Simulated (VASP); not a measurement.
# Si in VASP: further runs

Runs on Si. Level: LDA. Tasks: electric field gradients.

Everything below comes from runs of VASP 6.6.1. Logs are shortened: lines on timing, memory, paths and dates and some standing lists are left out, and cuts for length are marked.

## Step 1: The cell of the first run

The typed cell holds 2 atoms: a = 3.493 Å, b = 3.492 Å, c = 3.506 Å, α = 99.91°, β = 94.80°, γ = 137.17°.

## Step 2: Electric field gradients, LDA (equal xy, yz and zx shear strains of +1 %)

INCAR

```
ALGO = Normal
EDIFF = 1E-8
ENCUT = 520
GGA = CA
ISIF = 2
ISMEAR = -1
LASPH = True
LCHARG = False
LEFG = True
LREAL = False
LWAVE = False
NBANDS = 11
NELM = 60
PREC = Accurate
SIGMA = 0.05
```

KPOINTS

```
k-points
0
Gamma
  16 16 16
```

POSCAR

```
Si
1.0
   -2.2327825000      2.3636200000      1.2755875000
    2.2455325000     -2.3508700000      1.2744125000
    2.2564675000      2.3733800000     -1.2519025000
Si
2
Direct
    0.8070000000      0.5570000000      0.2500000000
    0.1930000000      0.4430000000      0.7500000000
```

Potentials or basis: VASP PAW LDA potentials, release 64 (Si).

Started as:

```console
$ cat potpaw_LDA.64/Si/POTCAR > POTCAR
$ mpirun -np 1 vasp_std > vasp.out
```

OUTCAR:

```text
EDIFF = 1E-8
   ENCUT = 520
   GGA = CA
   ISIF = 2
   ISMEAR = -1
   LASPH = True
   LREAL = False
   NELM = 60
   PREC = Accurate

 ion  position               nearest neighbor table
   1  0.807  0.557  0.250-   2 2.38   2 2.39   2 2.45   2 2.47   2 2.73   2 2.75
   2  0.193  0.443  0.750-   1 2.38   1 2.39   1 2.45   1 2.47   1 2.73   1 2.75

  LATTYP: Found a triclinic cell.
 ALAT       =     5.0210355902
 B/A-ratio  =     1.3481371640
 C/A-ratio  =     0.9434544604
 COS(alpha) =     0.0008856198
 COS(beta)  =     0.4748698002
 COS(gamma) =     0.8641225268

  Lattice vectors:

 A1 = (   2.2200325000,  -2.3763700000,  -3.8255875000)
 A2 = (   4.4765000000,  -0.0029900000,  -5.0774900000)
 A3 = (  -0.0236850000,  -4.7370000000,  -0.0236850000)

Analysis of symmetry for initial positions (statically):
=====================================================================
 Subroutine PRICEL returns:
 Original cell was already a primitive cell.

 Routine SETGRP: Setting up the symmetry group for a
 triclinic supercell.

 Subroutine GETGRP returns: Found  2 space group operations
 (whereof  2 operations were pure point group operations)
 out of a pool of  2 trial point group operations.

The static configuration has the point symmetry S_2 .

Analysis of symmetry for dynamics (positions and initial velocities):
=====================================================================
 Subroutine PRICEL returns:
 Original cell was already a primitive cell.

 Routine SETGRP: Setting up the symmetry group for a
 triclinic supercell.

 Subroutine GETGRP returns: Found  2 space group operations
 (whereof  2 operations were pure point group operations)
 out of a pool of  2 trial point group operations.

The dynamic configuration has the point symmetry S_2 .

 Subroutine INISYM returns: Found  2 space group operations
 (whereof  2 operations are pure point group operations),
 and found     1 'primitive' translations

----------------------------------------------------------------------------------------

                                     Primitive cell

  volume of cell :      27.1886

  direct lattice vectors                    reciprocal lattice vectors
    -2.232782500  2.363620000  1.275587500    -0.003001448  0.209163451  0.391126053
     2.245532500 -2.350870000  1.274412500     0.220183426 -0.003056273  0.391071227
     2.256467500  2.373380000 -1.251902500     0.221084231  0.210009430 -0.002155468

  length of vectors
     3.492726824  3.491866719  3.505971773     0.443551516  0.448805956  0.304937443

  position of ions in fractional coordinates (direct lattice)
     0.807000000  0.557000000  0.250000000
     0.193000000  0.443000000  0.750000000

  ion indices of the primitive-cell ions
   primitive index   ion index
                 1           1
                 2           2

----------------------------------------------------------------------------------------

 KPOINTS: k-points

Automatic generation of k-mesh.
 Grid dimensions read from file:
 generate k-points for:   16   16   16

 Generating k-lattice:

  Cartesian coordinates                     Fractional coordinates (reciprocal lattice)
    -0.000187590  0.013072716  0.024445378     0.062500000 -0.000000000 -0.000000000
     0.013761464 -0.000191017  0.024441952    -0.000000000  0.062500000  0.000000000
     0.013817764  0.013125589 -0.000134717    -0.000000000  0.000000000  0.062500000

  Length of vectors
     0.027721970  0.028050372  0.019058590

  Shift w.r.t. Gamma in fractional coordinates (k-lattice)
     0.000000000  0.000000000  0.000000000

 Subroutine IBZKPT returns following result:
 ===========================================

 Found   2052 irreducible k-points:

 Following reciprocal coordinates:
            Coordinates               Weight
  0.000000  0.000000  0.000000      1.000000
  0.062500  0.000000 -0.000000      2.000000
  0.125000  0.000000 -0.000000      2.000000
  0.187500  0.000000 -0.000000      2.000000
  0.250000  0.000000 -0.000000      2.000000
  0.312500  0.000000  0.000000      2.000000
[... 16 lines left out ...]
 -0.187500  0.062500  0.000000      2.000000
 -0.125000  0.062500  0.000000      2.000000
 [... further k-points ...]
   k-points           NKPTS =   2052   k-points in BZ     NKDIM =   2052   number of bands    NBANDS=     11
   number of dos      NEDOS =    301   number of ions     NIONS =      2
   total plane-waves  NPLWV =  21952
   dimension x,y,z NGX =    28 NGY =   28 NGZ =   28
   dimension x,y,z NGXF=    56 NGYF=   56 NGZF=   56
   ions per type =               2
   NGX,Y,Z   is equivalent  to a cutoff of  13.33, 13.33, 13.28 a.u.
   NGXF,Y,Z  is equivalent  to a cutoff of  26.65, 26.66, 26.55 a.u.
 SYSTEM =  unknown system
   PREC   = accura    normal or accurate (medium, high low for compatibility)
   ISTART =      0    job   : 0-new  1-cont  2-samecut
   ICHARG =      2    charge: 1-file 2-atom 10-const
   ISPIN  =      1    spin polarized calculation?
   LNONCOLLINEAR =      F non collinear calculations
   LSORBIT =      F    spin-orbit coupling
   LASPH  =      T    aspherical Exc in radial PAW
   ENCUT  =  520.0 eV  38.22 Ry    6.18 a.u.   6.49  6.49  6.52*2*pi/ulx,y,z
   NELM   =     60;   NELMIN=  2; NELMDL= -5     # of ELM steps
   EDIFF  = 0.1E-07   stopping-criterion for ELM
   LREAL  =      F    real-space projection
   EDIFFG = 0.1E-06   stopping-criterion for IOM
   NSW    =      0    number of steps for IOM
   IBRION =     -1    ionic relax: 0-MD 1-quasi-New 2-CG
   NFREE  =      0    steps in history (QN), initial steepest desc. (CG)
   ISIF   =      2    stress and relaxation
   ISYM   =      2    0-nonsym 1-usesym 2-fastsym
   POTIM  = 0.5000    time-step for ionic-motion
   TEBEG  =    0.0;   TEEND  =   0.0 temperature during run
   PSTRESS=    0.0 pullay stress
   NELECT =       8.0000    total number of electrons
   NUPDOWN=      -1.0000    fix difference up-down
   EMIN   =  10.00;   EMAX   =-10.00  energy-range for DOS
   EFERMI =   0.00;   METHOD = LEGACY
   ISMEAR =    -1;   SIGMA  =   0.05  broadening in eV -4-tet -1-fermi 0-gaus
   EFERMI_NEDOS =   21; number of points for ismear=-14 and -15
   IALGO  =     38    algorithm
   IMIX   =      4    mixing-type and parameters
     AMIX     =   0.40;   BMIX     =  1.00
     AMIX_MAG =   1.60;   BMIX_MAG =  1.00
  volume/ion in A,a.u.               =      13.59        91.74
  Fermi-wavevector in a.u.,A,eV,Ry     =   1.088870  2.057666 16.131577  1.185637
  Thomas-Fermi vector in A             =   2.225061
   LORBIT       =      0    0 simple, 1 ext, 2 COOP (PROOUT), +10 PAW based schemes
   GGA     = CA    functional components
   LHFCALC =     F    Hartree Fock is set to
   AEXX    =    0.0000 exact exchange contribution
   IVDW    =     0    specifies the selected vdW correction
   LEPSILON=     F    determine dielectric tensor
   LRPA    =     F    only Hartree local field effects (RPA)
 non-spin polarized calculation
  energy-cutoff  :      520.00
  volume of cell :       27.19
 maximum number of plane-waves:       753
 NGX is ok and might be reduce to    28
   NGX = 13   NGY = 13   NGZ = 13

 number of electron       8.0000000 magnetization

 Free energy of the ion-electron system (eV)
  ---------------------------------------------------
  ext. energy  EPLUGINS =         0.00000000
  ---------------------------------------------------
  free energy    TOTEN  =       -11.41671579 eV

  energy without entropy =      -11.41065421  energy(sigma->0) =      -11.41368500

 E-fermi :  10.6598     XC(G=0): -11.4539

 val. band max:       10.6571331975   @ k =   0.3750   0.5000   0.1250
 cond. band min:      10.6602176732   @ k =  -0.3125  -0.0625   0.1250
 fundamental gap:      0.0030844757
 Fermi energy:        10.6598159137

 k-point     1 :       0.0000    0.0000    0.0000
  band No.  band energies     occupation
      1      -4.0933      2.00000
      2       7.6840      2.00000
      3       8.2243      2.00000
      4       8.9641      2.00000
      5      11.7986      0.00000
      6      18.4429      0.00000
      7      19.7226      0.00000
      8      20.5795      0.00000
      9      21.1039      0.00000
     10      21.3164      0.00000
     11      22.6248      0.00000
[... 309 lines left out ...]
 k-point    24 :      -0.1250    0.0625    0.0000
  band No.  band energies     occupation
      1      -3.8790      2.00000
      2       6.6727      2.00000
      3       7.8347      2.00000
      4      10.0691      1.99999
      5      12.8201      0.00000
      6      16.6150      0.00000
      7      18.6935      0.00000
      8      20.1062      0.00000
      9      20.4641      0.00000
     10      21.7003      0.00000
     11      23.1744      0.00000

 [... further k-points ...]
[... 5 lines left out ...]
  --------------------------------------------------------------------------------------
  -------------------------------------------------------------------------------------
  Total        1.7005252      2.1312103      1.7487290     -0.1388150     -0.1315286     -0.0771888
  in kB      100.2090783    125.5886223    103.0496431     -8.1801355     -7.7507558     -4.5486076
  external PRESSURE =     109.6157813 kB  Pullay stress =       0.0000000 kB

 VOLUME and BASIS-vectors are now :
 -----------------------------------------------------------------------------
  energy-cutoff  :      520.00
  volume of cell :       27.19
      direct lattice vectors                 reciprocal lattice vectors
    -2.232782500  2.363620000  1.275587500    -0.003001448  0.209163451  0.391126053
     2.245532500 -2.350870000  1.274412500     0.220183426 -0.003056273  0.391071227
     2.256467500  2.373380000 -1.251902500     0.221084231  0.210009430 -0.002155468

 POSITION                                       TOTAL-FORCE (eV/Angst)
 -----------------------------------------------------------------------------------
      0.01302      1.19135      1.42627         0.030303     -0.012244      0.015107
      2.25619      1.19478     -0.12817        -0.030303      0.012244     -0.015107
 -----------------------------------------------------------------------------------
    total drift:                                0.000000     -0.000000     -0.000000

  FREE ENERGIE OF THE ION-ELECTRON SYSTEM (eV)
  ---------------------------------------------------
  free  energy   TOTEN  =       -11.4167157879 eV

  energy  without entropy=      -11.4106542123  energy(sigma->0) =      -11.41368500

 Electric field gradients (V/A^2)
---------------------------------------------------------------------
 ion       V_xx      V_yy      V_zz      V_xy      V_xz      V_yz
---------------------------------------------------------------------
   1      10.087   -26.671    16.584     0.036     1.050     0.132
   2      10.087   -26.671    16.584     0.036     1.050     0.132
---------------------------------------------------------------------

 Electric field gradients after diagonalization (V/A^2)
 (convention: |V_zz| > |V_xx| > |V_yy|)
----------------------------------------------------------------------
 ion       V_xx      V_yy      V_zz     asymmetry (V_yy - V_xx)/ V_zz
----------------------------------------------------------------------
   1      16.750     9.922   -26.672       0.256
   2      16.750     9.922   -26.672       0.256
----------------------------------------------------------------------

           NMR quadrupolar parameters

 Cq : quadrupolar parameter    Cq=e*Q*V_zz/h
 eta: asymmetry parameters     (V_yy - V_xx)/ V_zz
 Q  : nuclear electric quadrupole moment in mb (millibarn)
----------------------------------------------------------------------
 ion       Cq(MHz)       eta       Q (mb)
----------------------------------------------------------------------
   1      -0.064       0.256       1.000
   2      -0.064       0.256       1.000
----------------------------------------------------------------------
```

Wall time 3.9 min (1 thread of Intel Xeon 6975P-C (Granite Rapids), shared host); peak memory 0.54 GiB.

What came out:

```
Free energy                             : -11.4167 eV
Pressure                                : 11.0 GPa
Largest force                           : 0.036 eV/Å
Band gap on the k mesh                  : zero (bands 4 and 5 overlap by 7.41 eV)
Largest electric field gradient by atom : Si -26.7 V/Å²
```

Forces on the atoms (eV/Å):
```
Si   0.030 -0.012  0.015
Si  -0.030  0.012 -0.015
```

Levels at points of the mesh, in eV from the Fermi level:
| k point | band 1 | band 2 | band 3 | band 4 | band 5 | band 6 | band 7 | band 8 |
| --- | --- | --- | --- | --- | --- | --- | --- | --- |
| (0.00, 0.00, 0.00) | -14.75 | -2.98 | -2.44 | -1.70 | 1.14 | 7.78 | 9.06 | 9.92 |
| (0.50, 0.00, 0.00) | -7.98 | -7.64 | -1.74 | -1.28 | -1.24 | 0.12 | 4.99 | 5.33 |
| (0.00, 0.50, 0.00) | -7.94 | -7.30 | -2.78 | -2.11 | -1.35 | 1.15 | 5.34 | 6.38 |
| (0.50, 0.50, 0.00) | -11.38 | -11.38 | 0.07 | 0.07 | 2.82 | 2.84 | 8.50 | 8.67 |
| (0.00, 0.00, 0.50) | -11.45 | -11.44 | 0.23 | 0.24 | 3.02 | 3.03 | 8.64 | 8.68 |
| (0.50, 0.00, 0.50) | -7.77 | -7.23 | -2.87 | -2.21 | -1.55 | 1.10 | 4.97 | 6.15 |
| (0.00, 0.50, 0.50) | -7.85 | -7.55 | -1.89 | -1.40 | -1.34 | 0.05 | 4.66 | 5.05 |
| (0.50, 0.50, 0.50) | -9.19 | -8.15 | -7.64 | -7.35 | 5.72 | 6.54 | 14.05 | 14.59 |

Electric field gradients, principal values (V/Å²):
| atom | least | middle | greatest (by size) |
| --- | --- | --- | --- |
| 1 Si | 9.922 | 16.750 | -26.672 |
| 2 Si | 9.922 | 16.750 | -26.672 |

Caveat: the cell differs from its parent crystal (equal xy, yz and zx shear strains of +1 %); the cell stands under pressure; without QUAD_EFG the Cq values of the log hold for a quadrupole moment of 1 mb, not for the nuclei.

(Continued in part 2 of 3.)
